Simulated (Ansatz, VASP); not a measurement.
**Two plane-wave programs on Sr4HfO**

```
Sr Hf O
1.0
     8.33163    0.00000    0.00000
    -4.16582    7.21541    0.00000
     0.00000    0.00000    3.54565
Sr Hf O
4 1 1
Direct
  0.33333 0.66667 0.00000
  0.12872 0.25743 0.50000
  0.74257 0.87128 0.50000
  0.12872 0.87128 0.50000
  0.66667 0.33333 0.00000
  0.00000 0.00000 0.00000
```

Change from the starting cell: species swapped into the NdAlCu4 type (P-6m2, No. 187).

Alike in both runs: functional PBE; k mesh 3 × 3 × 6; occupations gaussian, width 0.1 eV; no spin polarisation.

Ansatz relaxed the structure, and its values are those at the end. VASP's run is a single point on that final structure, the one shown.

|  | VASP | Ansatz |
| --- | --- | --- |
| version | VASP 6.6.1 | Ansatz 0.2.0 |
| potentials or method | VASP PAW PBE potentials, release 64 (Sr_sv, Hf_pv, O), cutoff 520 eV | scalar-relativistic, plane waves, PAW |
| valence electrons in the cell | 56 | 72 |

VASP gave:

- gap on the k mesh at the Fermi level (eV): none
- pressure (GPa): 0.3
- rms of the force components (eV/Å): 0.013

Problem. Which values does Ansatz return?

Solution. gap on the k mesh at the Fermi level (eV): none; pressure (GPa): 0.2; rms of the force components (eV/Å): 0.005.

A gap of «none» marks a metal or a gap that the smearing closes. VASP's potentials hold 56 valence electrons a cell and Ansatz's 72, so a difference there can come from the potentials and not from the codes.

Spin-orbit coupling is off throughout.
